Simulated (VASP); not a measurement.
# B (Pm-3n) in VASP: a series of runs

Runs on B. Level: revPBE. Tasks: single point, relaxation of cell and atoms.

Program: VASP 6.6.1. These are calculated values, not measurements. Logs are shortened: lines on timing, memory, paths and dates and some standing lists are left out, and cuts for length are marked.

## Step 1: The cell of the first run

It takes space group Pm-3n (No. 223, cubic). Conventional cell: a = 3.680 Å, b = 3.680 Å, c = 3.680 Å, α = 90.00°, β = 90.00°, γ = 90.00°. Within 2.7 Å of B (site symmetry m-3) lie 12 B at 2.06 Å. Within 2.4 Å of B (site symmetry -4m2) lie 14 B at 1.84 to 2.25 Å.

## Step 2: Single point, revPBE

INCAR reads:

```
SYSTEM = B
ALGO = Normal
EDIFF = 1E-7
ENCUT = 520
GGA = RE
ISIF = 2
ISMEAR = -1
LASPH = .True.
LCHARG = .False.
LREAL = .False.
LWAVE = .False.
NBANDS = 22
NELM = 100
PREC = Accurate
SIGMA = 0.1
```

KPOINTS reads:

```
k-points
0
Gamma
  7 7 7
  0 0 0
```

POSCAR reads:

```
B
1.0
    3.6804902202      0.0000000000      0.0000000000
    0.0000000000      3.6804902202      0.0000000000
    0.0000000000      0.0000000000      3.6804902202
B
8
Direct
    0.0000000000      1.0000000000      1.0000000000
    0.5000000000      0.5000000000      0.5000000000
    0.2500000000      1.0000000000      0.5000000000
    0.7500000000      0.0000000000      0.5000000000
    0.5000000000      0.2500000000      1.0000000000
    0.5000000000      0.7500000000      0.0000000000
    1.0000000000      0.5000000000      0.2500000000
    1.0000000000      0.5000000000      0.7500000000
```

Potentials or basis: VASP PAW PBE potentials, release 64 (B).

The run is started by

```
$ cat potpaw_PBE.64/B/POTCAR > POTCAR
$ mpirun -np 1 vasp_std > vasp.out
```

OUTCAR:

```text
SYSTEM = B
   EDIFF = 1E-7
   ENCUT = 520
   GGA = RE
   ISIF = 2
   ISMEAR = -1
   LASPH = .True.
   LREAL = .False.
   NELM = 100
   PREC = Accurate

 ion  position               nearest neighbor table
   1  0.000  0.000  0.000-   3 2.06   4 2.06   5 2.06   6 2.06   7 2.06   8 2.06   3 2.06   4 2.06
                             7 2.06   8 2.06   5 2.06   6 2.06
   2  0.500  0.500  0.500-   3 2.06   4 2.06   5 2.06   6 2.06   7 2.06   8 2.06   5 2.06   6 2.06
                             3 2.06   4 2.06   7 2.06   8 2.06
   3  0.250  0.000  0.500-   4 1.84   4 1.84   1 2.06   1 2.06   2 2.06   2 2.06
   4  0.750  0.000  0.500-   3 1.84   3 1.84   1 2.06   1 2.06   2 2.06   2 2.06
   5  0.500  0.250  0.000-   6 1.84   6 1.84   1 2.06   2 2.06   2 2.06   1 2.06
   6  0.500  0.750  0.000-   5 1.84   5 1.84   1 2.06   2 2.06   2 2.06   1 2.06
   7  0.000  0.500  0.250-   8 1.84   8 1.84   1 2.06   2 2.06   1 2.06   2 2.06
   8  0.000  0.500  0.750-   7 1.84   7 1.84   1 2.06   2 2.06   1 2.06   2 2.06

  LATTYP: Found a simple cubic cell.
 ALAT       =     3.6804902202

  Lattice vectors:

 A1 = (   3.6804902202,   0.0000000000,   0.0000000000)
 A2 = (   0.0000000000,   3.6804902202,   0.0000000000)
 A3 = (   0.0000000000,   0.0000000000,   3.6804902202)

Analysis of symmetry for initial positions (statically):
=====================================================================
 Subroutine PRICEL returns:
 Original cell was already a primitive cell.

 Routine SETGRP: Setting up the symmetry group for a
 simple cubic supercell.

 Subroutine GETGRP returns: Found 48 space group operations
 (whereof 24 operations were pure point group operations)
 out of a pool of 48 trial point group operations.

The static configuration has the point symmetry T_h .
 The point group associated with its full space group is O_h .

Analysis of symmetry for dynamics (positions and initial velocities):
=====================================================================
 Subroutine PRICEL returns:
 Original cell was already a primitive cell.

 Routine SETGRP: Setting up the symmetry group for a
 simple cubic supercell.

 Subroutine GETGRP returns: Found 48 space group operations
 (whereof 24 operations were pure point group operations)
 out of a pool of 48 trial point group operations.

The dynamic configuration has the point symmetry T_h .
 The point group associated with its full space group is O_h .

 Subroutine INISYM returns: Found 48 space group operations
 (whereof 24 operations are pure point group operations),
 and found     1 'primitive' translations

----------------------------------------------------------------------------------------

                                     Primitive cell

  volume of cell :      49.8560

  direct lattice vectors                    reciprocal lattice vectors
     3.680490220  0.000000000  0.000000000     0.271702936  0.000000000  0.000000000
     0.000000000  3.680490220  0.000000000     0.000000000  0.271702936  0.000000000
     0.000000000  0.000000000  3.680490220     0.000000000  0.000000000  0.271702936

  length of vectors
     3.680490220  3.680490220  3.680490220     0.271702936  0.271702936  0.271702936

  position of ions in fractional coordinates (direct lattice)
     0.000000000  0.000000000  0.000000000
     0.500000000  0.500000000  0.500000000
     0.250000000  0.000000000  0.500000000
     0.750000000  0.000000000  0.500000000
     0.500000000  0.250000000  0.000000000
     0.500000000  0.750000000  0.000000000
     0.000000000  0.500000000  0.250000000
     0.000000000  0.500000000  0.750000000

  ion indices of the primitive-cell ions
   primitive index   ion index
                 1           1
                 2           2
                 3           3
                 4           4
                 5           5
                 6           6
                 7           7
                 8           8

----------------------------------------------------------------------------------------

 KPOINTS: k-points

Automatic generation of k-mesh.
 Grid dimensions read from file:
 generate k-points for:    7    7    7

 Generating k-lattice:

  Cartesian coordinates                     Fractional coordinates (reciprocal lattice)
     0.038814705  0.000000000  0.000000000     0.142857143  0.000000000  0.000000000
     0.000000000  0.038814705  0.000000000     0.000000000  0.142857143  0.000000000
     0.000000000  0.000000000  0.038814705     0.000000000  0.000000000  0.142857143

  Length of vectors
     0.038814705  0.038814705  0.038814705

  Shift w.r.t. Gamma in fractional coordinates (k-lattice)
     0.000000000  0.000000000  0.000000000

 Subroutine IBZKPT returns following result:
 ===========================================

 Found     20 irreducible k-points:

 Following reciprocal coordinates:
            Coordinates               Weight
  0.000000  0.000000  0.000000      1.000000
  0.142857  0.000000  0.000000      6.000000
  0.285714  0.000000  0.000000      6.000000
  0.428571  0.000000  0.000000      6.000000
  0.142857  0.142857  0.000000     12.000000
  0.285714  0.142857  0.000000     24.000000
[... 12 lines left out ...]
  0.428571  0.428571  0.285714     24.000000
  0.428571  0.428571  0.428571      8.000000
   k-points           NKPTS =     20   k-points in BZ     NKDIM =     20   number of bands    NBANDS=     22
   number of dos      NEDOS =    301   number of ions     NIONS =      8
   total plane-waves  NPLWV =  21952
   dimension x,y,z NGX =    28 NGY =   28 NGZ =   28
   dimension x,y,z NGXF=    56 NGYF=   56 NGZF=   56
   ions per type =               8
   NGX,Y,Z   is equivalent  to a cutoff of  12.65, 12.65, 12.65 a.u.
   NGXF,Y,Z  is equivalent  to a cutoff of  25.29, 25.29, 25.29 a.u.
 SYSTEM =  B
   PREC   = accura    normal or accurate (medium, high low for compatibility)
   ISTART =      0    job   : 0-new  1-cont  2-samecut
   ICHARG =      2    charge: 1-file 2-atom 10-const
   ISPIN  =      1    spin polarized calculation?
   LNONCOLLINEAR =      F non collinear calculations
   LSORBIT =      F    spin-orbit coupling
   LASPH  =      T    aspherical Exc in radial PAW
   ENCUT  =  520.0 eV  38.22 Ry    6.18 a.u.   6.84  6.84  6.84*2*pi/ulx,y,z
   NELM   =    100;   NELMIN=  2; NELMDL= -5     # of ELM steps
   EDIFF  = 0.1E-06   stopping-criterion for ELM
   LREAL  =      F    real-space projection
   EDIFFG = 0.1E-05   stopping-criterion for IOM
   NSW    =      0    number of steps for IOM
   IBRION =     -1    ionic relax: 0-MD 1-quasi-New 2-CG
   NFREE  =      0    steps in history (QN), initial steepest desc. (CG)
   ISIF   =      2    stress and relaxation
   ISYM   =      2    0-nonsym 1-usesym 2-fastsym
   POTIM  = 0.5000    time-step for ionic-motion
   TEBEG  =    0.0;   TEEND  =   0.0 temperature during run
   PSTRESS=    0.0 pullay stress
   NELECT =      24.0000    total number of electrons
   NUPDOWN=      -1.0000    fix difference up-down
   EMIN   =  10.00;   EMAX   =-10.00  energy-range for DOS
   EFERMI =   0.00;   METHOD = LEGACY
   ISMEAR =    -1;   SIGMA  =   0.10  broadening in eV -4-tet -1-fermi 0-gaus
   EFERMI_NEDOS =   21; number of points for ismear=-14 and -15
   IALGO  =     38    algorithm
   IMIX   =      4    mixing-type and parameters
     AMIX     =   0.40;   BMIX     =  1.00
     AMIX_MAG =   1.60;   BMIX_MAG =  1.00
  volume/ion in A,a.u.               =       6.23        42.06
  Fermi-wavevector in a.u.,A,eV,Ry     =   1.283038  2.424591 22.397733  1.646187
  Thomas-Fermi vector in A             =   2.415314
   LORBIT       =      0    0 simple, 1 ext, 2 COOP (PROOUT), +10 PAW based schemes
   GGA     = RE    functional components
   LHFCALC =     F    Hartree Fock is set to
   AEXX    =    0.0000 exact exchange contribution
   IVDW    =     0    specifies the selected vdW correction
   LEPSILON=     F    determine dielectric tensor
   LRPA    =     F    only Hartree local field effects (RPA)
 non-spin polarized calculation
  energy-cutoff  :      520.00
  volume of cell :       49.86
 maximum number of plane-waves:      1357
 NGX is ok and might be reduce to    28
   NGX = 13   NGY = 13   NGZ = 13

 number of electron      24.0000002 magnetization

 Free energy of the ion-electron system (eV)
  ---------------------------------------------------
  ext. energy  EPLUGINS =         0.00000000
  ---------------------------------------------------
  free energy    TOTEN  =       -39.64589672 eV

  energy without entropy =      -39.58954557  energy(sigma->0) =      -39.61772114

 E-fermi :   9.9961     XC(G=0): -12.7773

 val. band max:        9.9217112877   @ k =   0.2857   0.0000   0.0000
 cond. band min:      10.0397759907   @ k =   0.1429   0.0000   0.0000
 fundamental gap:      0.1180647030
 Fermi energy:         9.9961333527

 k-point     1 :       0.0000    0.0000    0.0000
  band No.  band energies     occupation
      1      -8.6255      2.00000
      2      -0.2422      2.00000
      3      -0.2422      2.00000
      4      -0.2422      2.00000
      5       0.5163      2.00000
      6       0.5163      2.00000
[... 14 lines left out ...]
     21      16.4010      0.00000
     22      16.4010      0.00000

 k-point     2 :       0.1429    0.0000    0.0000
  band No.  band energies     occupation
      1      -8.4431      2.00000
      2      -2.1477      2.00000
      3      -0.0574      2.00000
      4      -0.0574      2.00000
      5       0.6398      2.00000
      6       0.6585      2.00000
[... 14 lines left out ...]
     21      15.7532      0.00000
     22      15.7553      0.00000
[... 423 lines left out ...]
     21      16.5686      0.00000
     22      16.8871      0.00000

 k-point    20 :       0.4286    0.4286    0.4286
  band No.  band energies     occupation
      1      -3.7240      2.00000
      2      -2.4915      2.00000
      3      -2.4915      2.00000
      4      -2.4352      2.00000
      5      -1.2703      2.00000
      6      -1.2703      2.00000
[... 14 lines left out ...]
     21      16.5270      0.00000
     22      16.5271      0.00000

------------------------ aborting loop because EDIFF is reached ----------------------------------------

  FORCE on cell =-STRESS in cart. coord.  units (eV):
  Direction    XX          YY          ZZ          XY          YZ          ZX
  --------------------------------------------------------------------------------------
  -------------------------------------------------------------------------------------
  Total       -0.0697294     -0.0697294     -0.0697294     -0.0000000      0.0000000     -0.0000000
  in kB       -2.2408342     -2.2408342     -2.2408342     -0.0000000      0.0000000     -0.0000000
  external PRESSURE =      -2.2408342 kB  Pullay stress =       0.0000000 kB

 VOLUME and BASIS-vectors are now :
 -----------------------------------------------------------------------------
  energy-cutoff  :      520.00
  volume of cell :       49.86
      direct lattice vectors                 reciprocal lattice vectors
     3.680490220  0.000000000  0.000000000     0.271702936  0.000000000  0.000000000
     0.000000000  3.680490220  0.000000000     0.000000000  0.271702936  0.000000000
     0.000000000  0.000000000  3.680490220     0.000000000  0.000000000  0.271702936

 POSITION                                       TOTAL-FORCE (eV/Angst)
 -----------------------------------------------------------------------------------
      0.00000      0.00000      0.00000        -0.000000     -0.000000      0.000000
      1.84025      1.84025      1.84025        -0.000000     -0.000000      0.000000
      0.92012      0.00000      1.84025         0.000000      0.000000     -0.000000
      2.76037      0.00000      1.84025        -0.000000      0.000000     -0.000000
      1.84025      0.92012      0.00000        -0.000000     -0.000000      0.000000
      1.84025      2.76037      0.00000         0.000000     -0.000000      0.000000
      0.00000      1.84025      0.92012        -0.000000     -0.000000      0.000000
      0.00000      1.84025      2.76037         0.000000     -0.000000      0.000000
 -----------------------------------------------------------------------------------
    total drift:                                0.000000      0.000000     -0.000000

  FREE ENERGIE OF THE ION-ELECTRON SYSTEM (eV)
  ---------------------------------------------------
  free  energy   TOTEN  =       -39.6458967199 eV

  energy  without entropy=      -39.5895455670  energy(sigma->0) =      -39.61772114
```

It took 16 s on 1 thread of Intel Xeon Platinum 8259CL at 2.50GHz (Skylake/Cascade Lake), shared host; peak memory 0.15 GiB.

What came out:

```yaml
Free_energy: -39.6459 eV
Pressure: -0.2 GPa
Band_gap_on_the_k_mesh: zero (band 12 reaches 13.15 eV, above the bottom of band 13 at 9.35 eV)
```

Caveat: the PAW data sets were made with another functional, which shifts forces and pressure a little.

(Part 1 of 2 ends here.)
